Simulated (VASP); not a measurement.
A run of VASP 6.6.1 is set up as follows.

INCAR

```
PREC = Accurate
ENCUT = 520
EDIFF = 1E-6
ISMEAR = 0
SIGMA = 0.1
LREAL = False
LASPH = True
NELM = 80
ALGO = Normal
ISIF = 2
LWAVE = False
LCHARG = False
LDIPOL = True
IDIPOL = 3
DIPOL = 0.5 0.5 0.498
GGA = PS
IBRION = 2
NSW = 90
EDIFFG = -0.03
```

File KPOINTS:

```
regular mesh
0
Gamma
  9 9 1
```

File POSCAR:

```
Hf3B
1.0
    3.1240671824      0.0000000000      0.0000000000
   -1.5620335912      2.7055215431      0.0000000000
    0.0000000000      0.0000000000     24.1015803460
Hf B
3 1
Selective dynamics
Direct
    0.6666666667      0.3333333333      0.3526739690  F F F
    0.3333333333      0.6666666667      0.4531250452  T T T
    0.0000000000      0.0000000000      0.5535869022  T T T
    0.3333333333      0.6666666667      0.6307602648  T T T
```

Potentials or basis: VASP PAW PBE potentials, release 64 (Hf_pv, B).

Command:

```sh
$ cat potpaw_PBE.64/Hf_pv/POTCAR potpaw_PBE.64/B/POTCAR > POTCAR
$ mpirun -np 1 vasp_std > vasp.out
```

Q: Estimate the energy gained by relaxing.

A: 104.2 meV/atom.

Final structure:
```
Hf B
1.0
     3.12407    0.00000    0.00000
    -1.56203    2.70552    0.00000
     0.00000    0.00000   24.10158
Hf B
3 1
Cartesian
  1.5620 0.9018 8.5000
  0.0000 1.8037 10.8544
  0.0000 0.0000 13.5429
  0.0000 1.8037 15.0589
```
